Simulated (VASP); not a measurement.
# Sn (Fd-3m) in VASP: further runs

The runs below take Sn through single point, with LDA.

Program: VASP 6.6.1. These are calculated values, not measurements. Logs are shortened: lines on timing, memory, paths and dates and some standing lists are left out, and cuts for length are marked.

## 1. The cell of the first run

Symmetry: Fd-3m, No. 227, cubic system. The conventional cell has a = 6.476 Å, b = 6.476 Å, c = 6.476 Å, α = 90.00°, β = 90.00°, γ = 90.00°. Within 3.7 Å of Sn (site symmetry -43m) lie 4 Sn at 2.80 Å.

This isn't the form of Sn at room conditions, which is tetragonal (white tin).

## 2. Single point, LDA

INCAR reads:

```
SYSTEM = Sn
ALGO = Normal ; EDIFF = 1E-6
ENCUT = 520 ; GGA = CA
ISIF = 2 ; ISMEAR = -1
LASPH = .TRUE. ; LCHARG = .FALSE.
LREAL = .FALSE. ; LWAVE = .FALSE.
NBANDS = 21 ; NELM = 80
PREC = Accurate ; SIGMA = 0.1
```

KPOINTS reads:

```
k-points
0
G
  12 12 12
  0 0 0
```

POSCAR reads:

```
Sn
1.0
    0.0000000000      3.2380799619      3.2380799619
    3.2380799619      0.0000000000      3.2380799619
    3.2380799619      3.2380799619      0.0000000000
Sn
2
Direct
    0.5000000000      0.5000000000      0.5000000000
    0.7500000000      0.7500000000      0.7500000000
```

Potentials or basis: VASP PAW LDA potentials, release 64 (Sn_d).

Command:

```
$ cat potpaw_LDA.64/Sn_d/POTCAR > POTCAR
$ mpirun -np 1 vasp_std > vasp.out
```

OUTCAR:

```text
SYSTEM = Sn
   EDIFF = 1E-6
   ENCUT = 520
   GGA = CA
   ISIF = 2
   ISMEAR = -1
   LASPH = .TRUE.
   LREAL = .FALSE.
   NELM = 80
   PREC = Accurate

 ion  position               nearest neighbor table
   1  0.500  0.500  0.500-   2 2.80   2 2.80   2 2.80   2 2.80
   2  0.750  0.750  0.750-   1 2.80   1 2.80   1 2.80   1 2.80

  LATTYP: Found a face centered cubic cell.
 ALAT       =     6.4761599238

  Lattice vectors:

 A1 = (   0.0000000000,   3.2380799619,   3.2380799619)
 A2 = (   3.2380799619,   0.0000000000,   3.2380799619)
 A3 = (   3.2380799619,   3.2380799619,   0.0000000000)

Analysis of symmetry for initial positions (statically):
=====================================================================
 Subroutine PRICEL returns:
 Original cell was already a primitive cell.

 Routine SETGRP: Setting up the symmetry group for a
 face centered cubic supercell.

 Subroutine GETGRP returns: Found 48 space group operations
 (whereof 24 operations were pure point group operations)
 out of a pool of 48 trial point group operations.

The static configuration has the point symmetry T_d .
 The point group associated with its full space group is O_h .

Analysis of symmetry for dynamics (positions and initial velocities):
=====================================================================
 Subroutine PRICEL returns:
 Original cell was already a primitive cell.

 Routine SETGRP: Setting up the symmetry group for a
 face centered cubic supercell.

 Subroutine GETGRP returns: Found 48 space group operations
 (whereof 24 operations were pure point group operations)
 out of a pool of 48 trial point group operations.

The dynamic configuration has the point symmetry T_d .
 The point group associated with its full space group is O_h .

 Subroutine INISYM returns: Found 48 space group operations
 (whereof 24 operations are pure point group operations),
 and found     1 'primitive' translations

----------------------------------------------------------------------------------------

                                     Primitive cell

  volume of cell :      67.9036

  direct lattice vectors                    reciprocal lattice vectors
     0.000000000  3.238079962  3.238079962    -0.154412493  0.154412493  0.154412493
     3.238079962  0.000000000  3.238079962     0.154412493 -0.154412493  0.154412493
     3.238079962  3.238079962  0.000000000     0.154412493  0.154412493 -0.154412493

  length of vectors
     4.579336598  4.579336598  4.579336598     0.267450283  0.267450283  0.267450283

  position of ions in fractional coordinates (direct lattice)
     0.500000000  0.500000000  0.500000000
     0.750000000  0.750000000  0.750000000

  ion indices of the primitive-cell ions
   primitive index   ion index
                 1           1
                 2           2

----------------------------------------------------------------------------------------

 KPOINTS: k-points

Automatic generation of k-mesh.
 Grid dimensions read from file:
 generate k-points for:   12   12   12

 Generating k-lattice:

  Cartesian coordinates                     Fractional coordinates (reciprocal lattice)
    -0.012867708  0.012867708  0.012867708     0.083333333  0.000000000  0.000000000
     0.012867708 -0.012867708  0.012867708     0.000000000  0.083333333  0.000000000
     0.012867708  0.012867708 -0.012867708     0.000000000  0.000000000  0.083333333

  Length of vectors
     0.022287524  0.022287524  0.022287524

  Shift w.r.t. Gamma in fractional coordinates (k-lattice)
     0.000000000  0.000000000  0.000000000

 Subroutine IBZKPT returns following result:
 ===========================================

 Found     72 irreducible k-points:

 Following reciprocal coordinates:
            Coordinates               Weight
  0.000000  0.000000  0.000000      1.000000
  0.083333  0.000000  0.000000      8.000000
  0.166667  0.000000  0.000000      8.000000
  0.250000  0.000000  0.000000      8.000000
  0.333333  0.000000  0.000000      8.000000
  0.416667  0.000000  0.000000      8.000000
[... 16 lines left out ...]
  0.500000  0.166667  0.000000     24.000000
 -0.416667  0.166667  0.000000     24.000000
 [... further k-points ...]
   k-points           NKPTS =     72   k-points in BZ     NKDIM =     72   number of bands    NBANDS=     21
   number of dos      NEDOS =    301   number of ions     NIONS =      2
   total plane-waves  NPLWV =  46656
   dimension x,y,z NGX =    36 NGY =   36 NGZ =   36
   dimension x,y,z NGXF=    72 NGYF=   72 NGZF=   72
   ions per type =               2
   NGX,Y,Z   is equivalent  to a cutoff of  13.07, 13.07, 13.07 a.u.
   NGXF,Y,Z  is equivalent  to a cutoff of  26.14, 26.14, 26.14 a.u.
 SYSTEM =  Sn
   PREC   = accura    normal or accurate (medium, high low for compatibility)
   ISTART =      0    job   : 0-new  1-cont  2-samecut
   ICHARG =      2    charge: 1-file 2-atom 10-const
   ISPIN  =      1    spin polarized calculation?
   LNONCOLLINEAR =      F non collinear calculations
   LSORBIT =      F    spin-orbit coupling
   LASPH  =      T    aspherical Exc in radial PAW
   ENCUT  =  520.0 eV  38.22 Ry    6.18 a.u.   8.51  8.51  8.51*2*pi/ulx,y,z
   NELM   =     80;   NELMIN=  2; NELMDL= -5     # of ELM steps
   EDIFF  = 0.1E-05   stopping-criterion for ELM
   LREAL  =      F    real-space projection
   EDIFFG = 0.1E-04   stopping-criterion for IOM
   NSW    =      0    number of steps for IOM
   IBRION =     -1    ionic relax: 0-MD 1-quasi-New 2-CG
   NFREE  =      0    steps in history (QN), initial steepest desc. (CG)
   ISIF   =      2    stress and relaxation
   ISYM   =      2    0-nonsym 1-usesym 2-fastsym
   POTIM  = 0.5000    time-step for ionic-motion
   TEBEG  =    0.0;   TEEND  =   0.0 temperature during run
   PSTRESS=    0.0 pullay stress
   NELECT =      28.0000    total number of electrons
   NUPDOWN=      -1.0000    fix difference up-down
   EMIN   =  10.00;   EMAX   =-10.00  energy-range for DOS
   EFERMI =   0.00;   METHOD = LEGACY
   ISMEAR =    -1;   SIGMA  =   0.10  broadening in eV -4-tet -1-fermi 0-gaus
   EFERMI_NEDOS =   21; number of points for ismear=-14 and -15
   IALGO  =     38    algorithm
   IMIX   =      4    mixing-type and parameters
     AMIX     =   0.40;   BMIX     =  1.00
     AMIX_MAG =   1.60;   BMIX_MAG =  1.00
  volume/ion in A,a.u.               =      33.95       229.12
  Fermi-wavevector in a.u.,A,eV,Ry     =   1.218512  2.302654 20.201555  1.484772
  Thomas-Fermi vector in A             =   2.353796
   LORBIT       =      0    0 simple, 1 ext, 2 COOP (PROOUT), +10 PAW based schemes
   GGA     = CA    functional components
   LHFCALC =     F    Hartree Fock is set to
   AEXX    =    0.0000 exact exchange contribution
   IVDW    =     0    specifies the selected vdW correction
   LEPSILON=     F    determine dielectric tensor
   LRPA    =     F    only Hartree local field effects (RPA)
 non-spin polarized calculation
  energy-cutoff  :      520.00
  volume of cell :       67.90
 maximum number of plane-waves:      1853
 NGX is ok and might be reduce to    36
   NGX = 17   NGY = 17   NGZ = 17

 number of electron      28.0000006 magnetization

 Free energy of the ion-electron system (eV)
  ---------------------------------------------------
  ext. energy  EPLUGINS =         0.00000000
  ---------------------------------------------------
  free energy    TOTEN  =        -8.94509417 eV

  energy without entropy =       -8.93972809  energy(sigma->0) =       -8.94241113

 E-fermi :   5.4483     XC(G=0):  -9.2214

 val. band max:        5.3873958949   @ k =   0.4167   0.0000   0.0000
 cond. band min:       5.5170322762   @ k =   0.3333   0.0000   0.0000
 fundamental gap:      0.1296363813
 Fermi energy:         5.4483498840

 k-point     1 :       0.0000    0.0000    0.0000
  band No.  band energies     occupation
      1     -16.1945      2.00000
      2     -16.1945      2.00000
      3     -16.1945      2.00000
      4     -16.1320      2.00000
      5     -16.1320      2.00000
      6     -15.8147      2.00000
[... 13 lines left out ...]
     20      13.4875      0.00000
     21      13.4875      0.00000

 k-point     2 :       0.0833    0.0000    0.0000
  band No.  band energies     occupation
      1     -16.2002      2.00000
      2     -16.2002      2.00000
      3     -16.1927      2.00000
      4     -16.1242      2.00000
      5     -16.1242      2.00000
      6     -15.8281      2.00000
[... 13 lines left out ...]
     20      12.8223      0.00000
     21      12.8223      0.00000

 k-point     3 :       0.1667    0.0000    0.0000
  band No.  band energies     occupation
      1     -16.2110      2.00000
      2     -16.2110      2.00000
      3     -16.1879      2.00000
      4     -16.1078      2.00000
      5     -16.1078      2.00000
      6     -15.8449      2.00000
[... 13 lines left out ...]
     20      12.3664      0.00000
     21      12.3664      0.00000

 k-point     4 :       0.2500    0.0000    0.0000
  band No.  band energies     occupation
      1     -16.2206      2.00000
      2     -16.2206      2.00000
      3     -16.1811      2.00000
      4     -16.0913      2.00000
      5     -16.0913      2.00000
      6     -15.8591      2.00000
[... 13 lines left out ...]
     20      12.3341      0.00000
     21      12.3341      0.00000

 k-point     5 :       0.3333    0.0000    0.0000
  band No.  band energies     occupation
      1     -16.2271      2.00000
      2     -16.2271      2.00000
      3     -16.1741      2.00000
      4     -16.0788      2.00000
      5     -16.0788      2.00000
      6     -15.8688      2.00000
[... 13 lines left out ...]
     20      12.7838      0.00000
     21      12.7838      0.00000
[... 382 lines left out ...]
     20      13.0523      0.00000
     21      13.8116      0.00000

 k-point    22 :       0.4167    0.1667    0.0000
  band No.  band energies     occupation
      1     -16.2488      2.00000
      2     -16.2319      2.00000
      3     -16.1563      2.00000
      4     -16.0642      2.00000
      5     -16.0353      2.00000
      6     -15.9359      2.00000
[... 13 lines left out ...]
     20      13.6963      0.00000
     21      14.3605      0.00000

 k-point    23 :       0.5000    0.1667    0.0000
  band No.  band energies     occupation
      1     -16.2550      2.00000
      2     -16.2369      2.00000
      3     -16.1405      2.00000
      4     -16.0511      2.00000
      5     -16.0395      2.00000
      6     -15.9268      2.00000
[... 13 lines left out ...]
     20      14.0796      0.00000
     21      14.3431      0.00000

 k-point    24 :      -0.4167    0.1667    0.0000
  band No.  band energies     occupation
      1     -16.2557      2.00000
      2     -16.2399      2.00000
      3     -16.1327      2.00000
      4     -16.0522      2.00000
      5     -16.0420      2.00000
      6     -15.9072      2.00000
[... 13 lines left out ...]
     20      13.2949      0.00000
     21      13.4307      0.00000

 [... further k-points ...]

------------------------ aborting loop because EDIFF is reached ----------------------------------------

  FORCE on cell =-STRESS in cart. coord.  units (eV):
  Direction    XX          YY          ZZ          XY          YZ          ZX
  --------------------------------------------------------------------------------------
  -------------------------------------------------------------------------------------
  Total       -0.0076830     -0.0076830     -0.0076830      0.0000000      0.0000000     -0.0000000
  in kB       -0.1812802     -0.1812802     -0.1812802      0.0000000      0.0000000     -0.0000000
  external PRESSURE =      -0.1812802 kB  Pullay stress =       0.0000000 kB

 VOLUME and BASIS-vectors are now :
 -----------------------------------------------------------------------------
  energy-cutoff  :      520.00
  volume of cell :       67.90
      direct lattice vectors                 reciprocal lattice vectors
     0.000000000  3.238079962  3.238079962    -0.154412493  0.154412493  0.154412493
     3.238079962  0.000000000  3.238079962     0.154412493 -0.154412493  0.154412493
     3.238079962  3.238079962  0.000000000     0.154412493  0.154412493 -0.154412493

 POSITION                                       TOTAL-FORCE (eV/Angst)
 -----------------------------------------------------------------------------------
      3.23808      3.23808      3.23808         0.000000      0.000000      0.000000
      4.85712      4.85712      4.85712        -0.000000     -0.000000     -0.000000
 -----------------------------------------------------------------------------------
    total drift:                                0.000000      0.000000      0.000000

  FREE ENERGIE OF THE ION-ELECTRON SYSTEM (eV)
  ---------------------------------------------------
  free  energy   TOTEN  =        -8.9450941730 eV

  energy  without entropy=       -8.9397280907  energy(sigma->0) =       -8.94241113
```

It took 3.5 min on 1 thread of AMD EPYC 7R13, shared host; peak memory 0.19 GiB.

Results:

```yaml
Free_energy: -8.9451 eV
Pressure: 0.0 GPa
Band_gap_on_the_k_mesh: zero (bands 14 and 15 overlap by 0.17 eV)
```

Caveat: spin-orbit coupling is left out, which moves the levels of the heavy elements.

(Part 1 of 2 ends here.)

The gap in the log of VASP goes by the Fermi energy; the results here count the filled bands.